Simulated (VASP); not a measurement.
# Nb (R-3m) in VASP: further runs

Runs on Nb. Level: PBEsol. Tasks: single point.

All numbers are computed with VASP 6.6.1; they aren't measurements. Logs are shortened: lines on timing, memory, paths and dates and some standing lists are left out, and cuts for length are marked.

## (1) The cell of the first run

It takes space group R-3m (No. 166, trigonal). The conventional cell has a = 4.002 Å, b = 4.002 Å, c = 9.802 Å, α = 90.00°, β = 90.00°, γ = 120.00°. Nb (site symmetry 3m) has 1 Nb at 1.72 Å within 2.3 Å.

## (2) Single point, PBEsol (shortest bond scaled by 0.7)

Input file INCAR:

```
SYSTEM = Nb
  PREC = Accurate
  ENCUT = 520
  EDIFF = 1E-7
  ISMEAR = -1
  SIGMA = 0.05
  LREAL = .FALSE.
  LASPH = .TRUE.
  NELM = 60
  ALGO = Normal
  ISIF = 2
  LWAVE = .FALSE.
  LCHARG = .TRUE.
  GGA = PS
  LELF = .TRUE.
  LVHAR = .TRUE.
  NBANDS = 20
```

Input file KPOINTS:

```
regular mesh
0
G
  9 9 9
  0 0 0
```

Input file POSCAR:

```
Nb
1.0
    0.0000000000      2.8296800281      2.8296800281
    2.8296800281      0.0000000000      2.8296800281
    2.8296800281      2.8296800281      0.0000000000
Nb
2
Direct
   -0.2375000000     -0.0875000000     -0.0875000000
    0.2375000000      0.0875000000      0.0875000000
```

Potentials or basis: VASP PAW PBE potentials, release 64 (Nb_sv).

Launch:

```
$ cat potpaw_PBE.64/Nb_sv/POTCAR > POTCAR
$ mpirun -np 1 vasp_std > vasp.out
```

OUTCAR:

```text
SYSTEM = Nb
   PREC = Accurate
   ENCUT = 520
   EDIFF = 1E-7
   ISMEAR = -1
   LREAL = .FALSE.
   LASPH = .TRUE.
   NELM = 60
   ISIF = 2
   GGA = PS

 ion  position               nearest neighbor table
   1  0.763  0.913  0.913-   2 1.72   2 2.78   2 2.78   2 2.78
   2  0.237  0.087  0.087-   1 1.72   1 2.78   1 2.78   1 2.78

  LATTYP: Found a face centered cubic cell.
 ALAT       =     5.6593600562

  Lattice vectors:

 A1 = (   0.0000000000,   2.8296800281,   2.8296800281)
 A2 = (   2.8296800281,   0.0000000000,   2.8296800281)
 A3 = (   2.8296800281,   2.8296800281,   0.0000000000)

Analysis of symmetry for initial positions (statically):
=====================================================================
 Subroutine PRICEL returns:
 Original cell was already a primitive cell.

 Routine SETGRP: Setting up the symmetry group for a
 face centered cubic supercell.

 Subroutine GETGRP returns: Found 12 space group operations
 (whereof  4 operations were pure point group operations)
 out of a pool of 48 trial point group operations.

The static configuration has the point symmetry C_2h.
 The point group associated with its full space group is D_3d.

Analysis of symmetry for dynamics (positions and initial velocities):
=====================================================================
 Subroutine PRICEL returns:
 Original cell was already a primitive cell.

 Routine SETGRP: Setting up the symmetry group for a
 face centered cubic supercell.

 Subroutine GETGRP returns: Found 12 space group operations
 (whereof  4 operations were pure point group operations)
 out of a pool of 48 trial point group operations.

The dynamic configuration has the point symmetry C_2h.
 The point group associated with its full space group is D_3d.

 Subroutine INISYM returns: Found 12 space group operations
 (whereof  4 operations are pure point group operations),
 and found     1 'primitive' translations

----------------------------------------------------------------------------------------

                                     Primitive cell

  volume of cell :      45.3150

  direct lattice vectors                    reciprocal lattice vectors
     0.000000000  2.829680028  2.829680028    -0.176698424  0.176698424  0.176698424
     2.829680028  0.000000000  2.829680028     0.176698424 -0.176698424  0.176698424
     2.829680028  2.829680028  0.000000000     0.176698424  0.176698424 -0.176698424

  length of vectors
     4.001771873  4.001771873  4.001771873     0.306050647  0.306050647  0.306050647

  position of ions in fractional coordinates (direct lattice)
     0.762500000  0.912500000  0.912500000
     0.237500000  0.087500000  0.087500000

  ion indices of the primitive-cell ions
   primitive index   ion index
                 1           1
                 2           2

----------------------------------------------------------------------------------------

 KPOINTS: regular mesh

Automatic generation of k-mesh.
 Grid dimensions read from file:
 generate k-points for:    9    9    9

 Generating k-lattice:

  Cartesian coordinates                     Fractional coordinates (reciprocal lattice)
    -0.019633158  0.019633158  0.019633158     0.111111111  0.000000000  0.000000000
     0.019633158 -0.019633158  0.019633158     0.000000000  0.111111111  0.000000000
     0.019633158  0.019633158 -0.019633158     0.000000000  0.000000000  0.111111111

  Length of vectors
     0.034005627  0.034005627  0.034005627

  Shift w.r.t. Gamma in fractional coordinates (k-lattice)
     0.000000000  0.000000000  0.000000000

 Subroutine IBZKPT returns following result:
 ===========================================

 Found     85 irreducible k-points:

 Following reciprocal coordinates:
            Coordinates               Weight
  0.000000  0.000000  0.000000      1.000000
  0.111111  0.000000  0.000000      2.000000
  0.000000  0.111111  0.000000      6.000000
  0.222222  0.000000  0.000000      2.000000
  0.000000  0.222222  0.000000      6.000000
  0.333333  0.000000  0.000000      2.000000
[... 16 lines left out ...]
 -0.333333  0.111111  0.000000      6.000000
  0.000000 -0.333333  0.111111     12.000000
 [... further k-points ...]
   k-points           NKPTS =     85   k-points in BZ     NKDIM =     85   number of bands    NBANDS=     20
   number of dos      NEDOS =    301   number of ions     NIONS =      2
   total plane-waves  NPLWV =  27000
   dimension x,y,z NGX =    30 NGY =   30 NGZ =   30
   dimension x,y,z NGXF=    60 NGYF=   60 NGZF=   60
   ions per type =               2
   NGX,Y,Z   is equivalent  to a cutoff of  12.46, 12.46, 12.46 a.u.
   NGXF,Y,Z  is equivalent  to a cutoff of  24.93, 24.93, 24.93 a.u.
 SYSTEM =  Nb
   PREC   = accura    normal or accurate (medium, high low for compatibility)
   ISTART =      0    job   : 0-new  1-cont  2-samecut
   ICHARG =      2    charge: 1-file 2-atom 10-const
   ISPIN  =      1    spin polarized calculation?
   LNONCOLLINEAR =      F non collinear calculations
   LSORBIT =      F    spin-orbit coupling
   LASPH  =      T    aspherical Exc in radial PAW
   ENCUT  =  520.0 eV  38.22 Ry    6.18 a.u.   7.44  7.44  7.44*2*pi/ulx,y,z
   NELM   =     60;   NELMIN=  2; NELMDL= -5     # of ELM steps
   EDIFF  = 0.1E-06   stopping-criterion for ELM
   LREAL  =      F    real-space projection
   EDIFFG = 0.1E-05   stopping-criterion for IOM
   NSW    =      0    number of steps for IOM
   IBRION =     -1    ionic relax: 0-MD 1-quasi-New 2-CG
   NFREE  =      0    steps in history (QN), initial steepest desc. (CG)
   ISIF   =      2    stress and relaxation
   ISYM   =      2    0-nonsym 1-usesym 2-fastsym
   POTIM  = 0.5000    time-step for ionic-motion
   TEBEG  =    0.0;   TEEND  =   0.0 temperature during run
   PSTRESS=    0.0 pullay stress
   NELECT =      26.0000    total number of electrons
   NUPDOWN=      -1.0000    fix difference up-down
   EMIN   =  10.00;   EMAX   =-10.00  energy-range for DOS
   EFERMI =   0.00;   METHOD = LEGACY
   ISMEAR =    -1;   SIGMA  =   0.05  broadening in eV -4-tet -1-fermi 0-gaus
   EFERMI_NEDOS =   21; number of points for ismear=-14 and -15
   IALGO  =     38    algorithm
   IMIX   =      4    mixing-type and parameters
     AMIX     =   0.40;   BMIX     =  1.00
     AMIX_MAG =   1.60;   BMIX_MAG =  1.00
  volume/ion in A,a.u.               =      22.66       152.90
  Fermi-wavevector in a.u.,A,eV,Ry     =   1.360354  2.570696 25.178440  1.850563
  Thomas-Fermi vector in A             =   2.487023
   LORBIT       =      0    0 simple, 1 ext, 2 COOP (PROOUT), +10 PAW based schemes
   GGA     = PS    functional components
   LHFCALC =     F    Hartree Fock is set to
   AEXX    =    0.0000 exact exchange contribution
   IVDW    =     0    specifies the selected vdW correction
   LEPSILON=     F    determine dielectric tensor
   LRPA    =     F    only Hartree local field effects (RPA)
 non-spin polarized calculation
  energy-cutoff  :      520.00
  volume of cell :       45.32
 maximum number of plane-waves:      1243
 NGX is ok and might be reduce to    30
   NGX = 15   NGY = 15   NGZ = 15

 number of electron      26.0000001 magnetization

 Free energy of the ion-electron system (eV)
  ---------------------------------------------------
  ext. energy  EPLUGINS =         0.00000000
  ---------------------------------------------------
  free energy    TOTEN  =       -12.23705798 eV

  energy without entropy =      -12.21955287  energy(sigma->0) =      -12.22830542

 E-fermi :   7.8561     XC(G=0): -10.9035

 val. band max:        7.8355608868   @ k =  -0.3333   0.3333   0.0000
 cond. band min:       7.8685848114   @ k =   0.2222   0.0000   0.0000
 fundamental gap:      0.0330239246
 Fermi energy:         7.8561228135

 k-point     1 :       0.0000    0.0000    0.0000
  band No.  band energies     occupation
      1     -48.9869      2.00000
      2     -44.1700      2.00000
      3     -27.7720      2.00000
      4     -23.3975      2.00000
      5     -23.3975      2.00000
      6     -21.2558      2.00000
[... 12 lines left out ...]
     19      13.7572      0.00000
     20      16.6791      0.00000

 k-point     2 :       0.1111    0.0000    0.0000
  band No.  band energies     occupation
      1     -48.9727      2.00000
      2     -44.2002      2.00000
      3     -27.7145      2.00000
      4     -23.4497      2.00000
      5     -23.4497      2.00000
      6     -21.1864      2.00000
[... 12 lines left out ...]
     19      14.5010      0.00000
     20      16.2222      0.00000

 k-point     3 :       0.0000    0.1111    0.0000
  band No.  band energies     occupation
      1     -48.9818      2.00000
      2     -44.1800      2.00000
      3     -27.7543      2.00000
      4     -23.4428      2.00000
      5     -23.3928      2.00000
      6     -21.2654      2.00000
[... 12 lines left out ...]
     19      13.7980      0.00000
     20      16.8256      0.00000

 k-point     4 :       0.2222    0.0000    0.0000
  band No.  band energies     occupation
      1     -48.9360      2.00000
      2     -44.2771      2.00000
      3     -27.5677      2.00000
      4     -23.5694      2.00000
      5     -23.5694      2.00000
      6     -21.0224      2.00000
[... 12 lines left out ...]
     19      15.7471      0.00000
     20      16.7624      0.00000

 k-point     5 :       0.0000    0.2222    0.0000
  band No.  band energies     occupation
      1     -48.9687      2.00000
      2     -44.2053      2.00000
      3     -27.7088      2.00000
      4     -23.5533      2.00000
      5     -23.3806      2.00000
      6     -21.2897      2.00000
[... 12 lines left out ...]
     19      13.4949      0.00000
     20      16.8751      0.00000
[... 353 lines left out ...]
      6     -21.3019      2.00000
[... 12 lines left out ...]
     19      14.2225      0.00000
     20      16.6902      0.00000

 k-point    22 :       0.1111    0.0000   -0.4444
  band No.  band energies     occupation
      1     -48.9341      2.00000
      2     -44.2734      2.00000
      3     -27.5831      2.00000
      4     -23.7498      2.00000
      5     -23.4199      2.00000
      6     -21.2534      2.00000
[... 12 lines left out ...]
     19      14.2302      0.00000
     20      16.8011      0.00000

 k-point    23 :      -0.3333    0.1111    0.0000
  band No.  band energies     occupation
      1     -48.8831      2.00000
      2     -44.3845      2.00000
      3     -27.3616      2.00000
      4     -23.7513      2.00000
      5     -23.6814      2.00000
      6     -20.8668      2.00000
[... 12 lines left out ...]
     19      16.2248      0.00000
     20      17.3327      0.00000

 k-point    24 :       0.0000   -0.3333    0.1111
  band No.  band energies     occupation
      1     -48.9483      2.00000
      2     -44.2442      2.00000
      3     -27.6394      2.00000
      4     -23.6793      2.00000
      5     -23.4003      2.00000
      6     -21.2827      2.00000
[... 12 lines left out ...]
     19      13.2699      0.00000
     20      17.1848      0.00000

 [... further k-points ...]
[... 5 lines left out ...]
  --------------------------------------------------------------------------------------
  -------------------------------------------------------------------------------------
  Total       17.4980810     17.4980810     17.4980810    -17.7361317     17.7361317    -17.7361317
  in kB      618.6699473    618.6699473    618.6699473   -627.0865755    627.0865755   -627.0865755
  external PRESSURE =     618.6699473 kB  Pullay stress =       0.0000000 kB

 VOLUME and BASIS-vectors are now :
 -----------------------------------------------------------------------------
  energy-cutoff  :      520.00
  volume of cell :       45.32
      direct lattice vectors                 reciprocal lattice vectors
     0.000000000  2.829680028  2.829680028    -0.176698424  0.176698424  0.176698424
     2.829680028  0.000000000  2.829680028     0.176698424 -0.176698424  0.176698424
     2.829680028  2.829680028  0.000000000     0.176698424  0.176698424 -0.176698424

 POSITION                                       TOTAL-FORCE (eV/Angst)
 -----------------------------------------------------------------------------------
      5.16417      4.73971      4.73971       -16.015597     16.015597     16.015597
      0.49519      0.91965      0.91965        16.015597    -16.015597    -16.015597
 -----------------------------------------------------------------------------------
    total drift:                               -0.000000     -0.000000     -0.000000

  FREE ENERGIE OF THE ION-ELECTRON SYSTEM (eV)
  ---------------------------------------------------
  free  energy   TOTEN  =       -12.2370579758 eV

  energy  without entropy=      -12.2195528697  energy(sigma->0) =      -12.22830542
```

Run time: 2.2 min. Hardware: 1 thread of Intel Xeon 8259CL, shared host; peak memory 0.21 GiB.

Results:

```
Free energy            : -12.2371 eV
Pressure               : 61.9 GPa
Largest force          : 27.740 eV/Å
Band gap on the k mesh : zero (bands 13 and 14 overlap by 1.72 eV)
```

Forces in eV/Å, atoms in the order of the input:
```
Nb  -16.016  16.016  16.016
Nb   16.016 -16.016 -16.016
```

Caveat: the cell differs from its parent crystal (shortest bond scaled by 0.7); atoms lie so close that the PAW spheres overlap strongly, which falsifies energies and pressures; the cell stands under pressure; the PAW data sets were made with another functional, which shifts forces and pressure a little.

## (3) Single point, PBEsol (shortest bond scaled by 0.64)

Input file INCAR:

```
PREC = Accurate
ENCUT = 520
EDIFF = 1E-6
ISMEAR = -1
SIGMA = 0.05
LREAL = False
LASPH = True
NELM = 60
ALGO = Normal
ISIF = 2
LWAVE = False
LCHARG = True
GGA = PS
LELF = True
LVHAR = True
NBANDS = 20
```

Input file KPOINTS:

```
Automatic mesh
0
Gamma
  9 9 9
```

Input file POSCAR:

```
Nb
1.0
    0.0000000000      2.8296800281      2.8296800281
    2.8296800281      0.0000000000      2.8296800281
    2.8296800281      2.8296800281      0.0000000000
Nb
2
Direct
   -0.2600000000     -0.0800000000     -0.0800000000
    0.2600000000      0.0800000000      0.0800000000
```

Potentials or basis: VASP PAW PBE potentials, release 64 (Nb_sv).

Launch:

```
$ cat potpaw_PBE.64/Nb_sv/POTCAR > POTCAR
$ mpirun -np 1 vasp_std > vasp.out
```

It took 2.2 min on 1 thread of Intel Xeon 8259CL, shared host; peak memory 0.21 GiB.

The run converged. Its results:

* Free energy: -6.0487 eV
* Pressure: 116.2 GPa
* Largest force: 60.329 eV/Å
* Band gap on the k mesh: zero (bands 13 and 14 overlap by 1.30 eV)

Forces on the atoms (eV/Å):
```
Nb  -34.831  34.831  34.831
Nb   34.831 -34.831 -34.831
```

Stress tensor (GPa, compression positive):
```
 116.23 -115.18 -115.18
-115.18  116.23  115.18
-115.18  115.18  116.23
```

Levels at points of the mesh, in eV from the Fermi level:
```
           k point  band 11  band 12  band 13  band 14  band 15  band 16
(0.00, 0.00, 0.00)    -2.14    -1.11    -1.11     1.08     3.54     3.54
```

Caveat: the cell differs from its parent crystal (shortest bond scaled by 0.64); atoms lie so close that the PAW spheres overlap strongly, which falsifies energies and pressures; the cell stands under pressure; the PAW data sets were made with another functional, which shifts forces and pressure a little.

The gap in the log of VASP goes by the Fermi energy; the results here count the filled bands.